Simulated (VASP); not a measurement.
# CsEu3 (Fm-3m) in VASP: single point with PBE

Aim: the single point of CsEu3 with PBE.

All numbers are computed with VASP 6.6.1; they aren't measurements. Logs are shortened: lines on timing, memory, paths and dates and some standing lists are left out, and cuts for length are marked.

## 1. The cell of the first run

The structure is cubic, space group Fm-3m (No. 225). Conventional cell: a = 9.693 Å, b = 9.693 Å, c = 9.693 Å, α = 90.00°, β = 90.00°, γ = 90.00°. Within 5.5 Å of Cs (site symmetry m-3m) lie 14 Eu at 4.20 to 4.85 Å. Eu (site symmetry -43m) has 4 Cs at 4.20 Å and 10 Eu at 4.20 to 4.85 Å within 5.5 Å. Within 5.5 Å of Eu (site symmetry m-3m) lie 8 Eu at 4.20 Å and 6 Cs at 4.85 Å.

## 2. Single point, PBE, collinear spin, ferromagnetic start

INCAR reads:

```
PREC = Accurate
ENCUT = 520
EDIFF = 1E-6
ISMEAR = -1
SIGMA = 0.1
LREAL = F
LASPH = T
NELM = 150
ALGO = Normal
ISIF = 2
LWAVE = F
LCHARG = T
ISPIN = 2
MAGMOM = 0 9.1 9.1 9.1
LORBIT = 11
LMAXMIX = 6
GGA = PE
LELF = T
LVHAR = T
NBANDS = 42
```

KPOINTS reads:

```
Automatic mesh
0
Gamma
  4 4 4
```

POSCAR reads:

```
CsEu3
1.0
    0.0000000000      4.8467185522      4.8467185522
    4.8467185522      0.0000000000      4.8467185522
    4.8467185522      4.8467185522      0.0000000000
Cs Eu
1 3
Direct
    0.0000000000      0.0000000000      0.0000000000
    0.2500000000      0.2500000000      0.2500000000
    0.7500000000      0.7500000000      0.7500000000
    0.5000000000      0.5000000000      0.5000000000
```

Potentials or basis: VASP PAW PBE potentials, release 64 (Cs_sv, Eu).

Launch:

```sh
> cat potpaw_PBE.64/Cs_sv/POTCAR potpaw_PBE.64/Eu/POTCAR > POTCAR
> mpirun -np 1 vasp_std > vasp.out
```

OUTCAR:

```text
PREC = Accurate
   ENCUT = 520
   EDIFF = 1E-6
   ISMEAR = -1
   LREAL = F
   LASPH = T
   NELM = 150
   ISIF = 2
   ISPIN = 2
   LORBIT = 11
   GGA = PE

 ion  position               nearest neighbor table
   1  0.000  0.000  0.000-
   2  0.250  0.250  0.250-
   3  0.750  0.750  0.750-
   4  0.500  0.500  0.500-

  LATTYP: Found a face centered cubic cell.
 ALAT       =     9.6934371044

  Lattice vectors:

 A1 = (   0.0000000000,   4.8467185522,   4.8467185522)
 A2 = (   4.8467185522,   0.0000000000,   4.8467185522)
 A3 = (   4.8467185522,   4.8467185522,   0.0000000000)

Analysis of symmetry for initial positions (statically):
=====================================================================
 Subroutine PRICEL returns:
 Original cell was already a primitive cell.

 Routine SETGRP: Setting up the symmetry group for a
 face centered cubic supercell.

 Subroutine GETGRP returns: Found 48 space group operations
 (whereof 48 operations were pure point group operations)
 out of a pool of 48 trial point group operations.

The static configuration has the point symmetry O_h .

Analysis of symmetry for dynamics (positions and initial velocities):
=====================================================================
 Subroutine PRICEL returns:
 Original cell was already a primitive cell.

 Routine SETGRP: Setting up the symmetry group for a
 face centered cubic supercell.

 Subroutine GETGRP returns: Found 48 space group operations
 (whereof 48 operations were pure point group operations)
 out of a pool of 48 trial point group operations.

The dynamic configuration has the point symmetry O_h .

Analysis of structural, dynamic, and magnetic symmetry:
=====================================================================
 Subroutine PRICEL returns:
 Original cell was already a primitive cell.

 Routine SETGRP: Setting up the symmetry group for a
 face centered cubic supercell.

 Subroutine GETGRP returns: Found 48 space group operations
 (whereof 48 operations were pure point group operations)
 out of a pool of 48 trial point group operations.

The overall configuration has the point symmetry O_h .

 Subroutine INISYM returns: Found 48 space group operations
 (whereof 48 operations are pure point group operations),
 and found     1 'primitive' translations

----------------------------------------------------------------------------------------

                                     Primitive cell

  volume of cell :     227.7054

  direct lattice vectors                    reciprocal lattice vectors
     0.000000000  4.846718552  4.846718552    -0.103162582  0.103162582  0.103162582
     4.846718552  0.000000000  4.846718552     0.103162582 -0.103162582  0.103162582
     4.846718552  4.846718552  0.000000000     0.103162582  0.103162582 -0.103162582

  length of vectors
     6.854295110  6.854295110  6.854295110     0.178682833  0.178682833  0.178682833

  position of ions in fractional coordinates (direct lattice)
     0.000000000  0.000000000  0.000000000
     0.250000000  0.250000000  0.250000000
     0.750000000  0.750000000  0.750000000
     0.500000000  0.500000000  0.500000000

  ion indices of the primitive-cell ions
   primitive index   ion index
                 1           1
                 2           2
                 3           3
                 4           4

----------------------------------------------------------------------------------------

 KPOINTS: Automatic mesh

Automatic generation of k-mesh.
 Grid dimensions read from file:
 generate k-points for:    4    4    4

 Generating k-lattice:

  Cartesian coordinates                     Fractional coordinates (reciprocal lattice)
    -0.025790645  0.025790645  0.025790645     0.250000000  0.000000000  0.000000000
     0.025790645 -0.025790645  0.025790645     0.000000000  0.250000000  0.000000000
     0.025790645  0.025790645 -0.025790645     0.000000000  0.000000000  0.250000000

  Length of vectors
     0.044670708  0.044670708  0.044670708

  Shift w.r.t. Gamma in fractional coordinates (k-lattice)
     0.000000000  0.000000000  0.000000000

 Subroutine IBZKPT returns following result:
 ===========================================

 Found      8 irreducible k-points:

 Following reciprocal coordinates:
            Coordinates               Weight
  0.000000  0.000000  0.000000      1.000000
  0.250000  0.000000  0.000000      8.000000
  0.500000  0.000000  0.000000      4.000000
  0.250000  0.250000  0.000000      6.000000
  0.500000  0.250000  0.000000     24.000000
 -0.250000  0.250000  0.000000     12.000000
  0.500000  0.500000  0.000000      3.000000
 -0.250000  0.500000  0.250000      6.000000
   k-points           NKPTS =      8   k-points in BZ     NKDIM =      8   number of bands    NBANDS=     42
   number of dos      NEDOS =    301   number of ions     NIONS =      4
   total plane-waves  NPLWV = 157464
   dimension x,y,z NGX =    54 NGY =   54 NGZ =   54
   dimension x,y,z NGXF=   108 NGYF=  108 NGZF=  108
   ions per type =               1   3
   NGX,Y,Z   is equivalent  to a cutoff of  13.10, 13.10, 13.10 a.u.
   NGXF,Y,Z  is equivalent  to a cutoff of  26.19, 26.19, 26.19 a.u.
 SYSTEM =  unknown system
   PREC   = accura    normal or accurate (medium, high low for compatibility)
   ISTART =      0    job   : 0-new  1-cont  2-samecut
   ICHARG =      2    charge: 1-file 2-atom 10-const
   ISPIN  =      2    spin polarized calculation?
   LNONCOLLINEAR =      F non collinear calculations
   LSORBIT =      F    spin-orbit coupling
   LASPH  =      T    aspherical Exc in radial PAW
   ENCUT  =  520.0 eV  38.22 Ry    6.18 a.u.  12.74 12.74 12.74*2*pi/ulx,y,z
   NELM   =    150;   NELMIN=  2; NELMDL= -5     # of ELM steps
   EDIFF  = 0.1E-05   stopping-criterion for ELM
   LREAL  =      F    real-space projection
   EDIFFG = 0.1E-04   stopping-criterion for IOM
   NSW    =      0    number of steps for IOM
   IBRION =     -1    ionic relax: 0-MD 1-quasi-New 2-CG
   NFREE  =      0    steps in history (QN), initial steepest desc. (CG)
   ISIF   =      2    stress and relaxation
   ISYM   =      2    0-nonsym 1-usesym 2-fastsym
   POTIM  = 0.5000    time-step for ionic-motion
   TEBEG  =    0.0;   TEEND  =   0.0 temperature during run
   PSTRESS=    0.0 pullay stress
   NELECT =      60.0000    total number of electrons
   NUPDOWN=      -1.0000    fix difference up-down
   EMIN   =  10.00;   EMAX   =-10.00  energy-range for DOS
   EFERMI =   0.00;   METHOD = LEGACY
   ISMEAR =    -1;   SIGMA  =   0.10  broadening in eV -4-tet -1-fermi 0-gaus
   EFERMI_NEDOS =   21; number of points for ismear=-14 and -15
   IALGO  =     38    algorithm
   IMIX   =      4    mixing-type and parameters
     AMIX     =   0.40;   BMIX     =  1.00
     AMIX_MAG =   1.60;   BMIX_MAG =  1.00
  volume/ion in A,a.u.               =      56.93       384.16
  Fermi-wavevector in a.u.,A,eV,Ry     =   1.049544  1.983351 14.987406  1.101543
  Thomas-Fermi vector in A             =   2.184511
   LORBIT       =     11    0 simple, 1 ext, 2 COOP (PROOUT), +10 PAW based schemes
   GGA     = PE    functional components
   LHFCALC =     F    Hartree Fock is set to
   AEXX    =    0.0000 exact exchange contribution
   IVDW    =     0    specifies the selected vdW correction
   LEPSILON=     F    determine dielectric tensor
   LRPA    =     F    only Hartree local field effects (RPA)
 spin polarized calculation
  energy-cutoff  :      520.00
  volume of cell :      227.71
 maximum number of plane-waves:      6183
 NGX is ok and might be reduce to    54
   NGX = 25   NGY = 25   NGZ = 25

 number of electron      60.0000010 magnetization      22.3695357

 Free energy of the ion-electron system (eV)
  ---------------------------------------------------
  ext. energy  EPLUGINS =         0.00000000
  ---------------------------------------------------
  free energy    TOTEN  =       -34.08146758 eV

  energy without entropy =      -33.89409582  energy(sigma->0) =      -33.98778170

 E-fermi :   1.4645     XC(G=0):  -7.6523

 val. band max:        1.4422301556   @ k =   0.5000   0.0000   0.0000
 cond. band min:       1.4899833276   @ k =   0.5000   0.0000   0.0000
 fundamental gap:      0.0477531720
 Fermi energy:         1.4645205141

 spin component 1

 k-point     1 :       0.0000    0.0000    0.0000
  band No.  band energies     occupation
      1     -40.5699      1.00000
      2     -40.5682      1.00000
      3     -40.4959      1.00000
      4     -21.2886      1.00000
      5     -19.3868      1.00000
      6     -19.3868      1.00000
[... 34 lines left out ...]
     41       1.5906      0.22083
     42       1.5906      0.22083
[... 273 lines left out ...]
      1     -40.5688      1.00000
      2     -40.5688      1.00000
      3     -40.4962      1.00000
      4     -21.2901      1.00000
      5     -19.4127      1.00000
      6     -19.3933      1.00000
[... 34 lines left out ...]
     41       0.9488      0.99427
     42       1.8000      0.03375
 Fermi energy:         1.4645205141

 spin component 2

 k-point     1 :       0.0000    0.0000    0.0000
  band No.  band energies     occupation
      1     -37.3913      1.00000
      2     -37.3887      1.00000
      3     -37.3258      1.00000
      4     -21.2634      1.00000
      5     -17.0719      1.00000
      6     -17.0719      1.00000
[... 34 lines left out ...]
     41       5.6880      0.00000
     42       5.6943      0.00000
[... 274 lines left out ...]
      2     -37.3896      1.00000
      3     -37.3266      1.00000
      4     -21.2640      1.00000
      5     -17.1108      1.00000
      6     -17.0818      1.00000
[... 34 lines left out ...]
     41       5.7027      0.00000
     42       5.7029      0.00000

------------------------ aborting loop because EDIFF is reached ----------------------------------------

  FORCE on cell =-STRESS in cart. coord.  units (eV):
  Direction    XX          YY          ZZ          XY          YZ          ZX
  --------------------------------------------------------------------------------------
  -------------------------------------------------------------------------------------
  Total       -0.8205577     -0.8205577     -0.8205577     -0.0000000      0.0000000     -0.0000000
  in kB       -5.7735947     -5.7735947     -5.7735947     -0.0000000      0.0000000     -0.0000000
  external PRESSURE =      -5.7735947 kB  Pullay stress =       0.0000000 kB

 VOLUME and BASIS-vectors are now :
 -----------------------------------------------------------------------------
  energy-cutoff  :      520.00
  volume of cell :      227.71
      direct lattice vectors                 reciprocal lattice vectors
     0.000000000  4.846718552  4.846718552    -0.103162582  0.103162582  0.103162582
     4.846718552  0.000000000  4.846718552     0.103162582 -0.103162582  0.103162582
     4.846718552  4.846718552  0.000000000     0.103162582  0.103162582 -0.103162582

 POSITION                                       TOTAL-FORCE (eV/Angst)
 -----------------------------------------------------------------------------------
      0.00000      0.00000      0.00000         0.000000      0.000000      0.000000
      2.42336      2.42336      2.42336        -0.000000      0.000000      0.000000
      7.27008      7.27008      7.27008        -0.000000     -0.000000     -0.000000
      4.84672      4.84672      4.84672         0.000000      0.000000      0.000000
 -----------------------------------------------------------------------------------
    total drift:                                0.000000      0.000000      0.000000

  FREE ENERGIE OF THE ION-ELECTRON SYSTEM (eV)
  ---------------------------------------------------
  free  energy   TOTEN  =       -34.0814675792 eV

  energy  without entropy=      -33.8940958216  energy(sigma->0) =      -33.98778170

 total charge

# of ion       s       p       d       f       tot
--------------------------------------------------
    1        1.856   4.642   0.065   0.000   6.562
    2        2.086   5.720   0.184   6.739  14.728
    3        2.086   5.720   0.184   6.739  14.728
    4        2.082   5.725   0.192   6.718  14.718
--------------------------------------------------
tot          8.109  21.807   0.625  20.195  50.736

 magnetization (x)

# of ion       s       p       d       f       tot
--------------------------------------------------
    1        0.009   0.008   0.013   0.000   0.030
    2       -0.003  -0.103   0.112   6.737   6.743
    3       -0.003  -0.103   0.112   6.737   6.743
    4       -0.003  -0.103   0.114   6.718   6.725
--------------------------------------------------
tot         -0.000  -0.302   0.351  20.192  20.241
```

Wall time 18 min (1 thread of Intel Xeon 6975P-C (Granite Rapids), shared host); peak memory 0.57 GiB.

Results:

```yaml
Free_energy: -34.0815 eV
Pressure: -0.6 GPa
Net_moment: 22.37 μB per cell
Site_moments: Cs +0.03; Eu +6.74, +6.72 (each value once) μB
Valence_electrons_inside_the_program's_atomic_spheres: Cs 6.56; Eu 14.73, 14.72 (each value once)
```

Caveat: the highest band is partly filled, so the run has too few bands; spin-orbit coupling is left out, which moves the levels of the heavy elements; semilocal functionals describe open f shells poorly, which spoils levels, moments and volumes. The state reached can hang on the start; a lower one may exist.
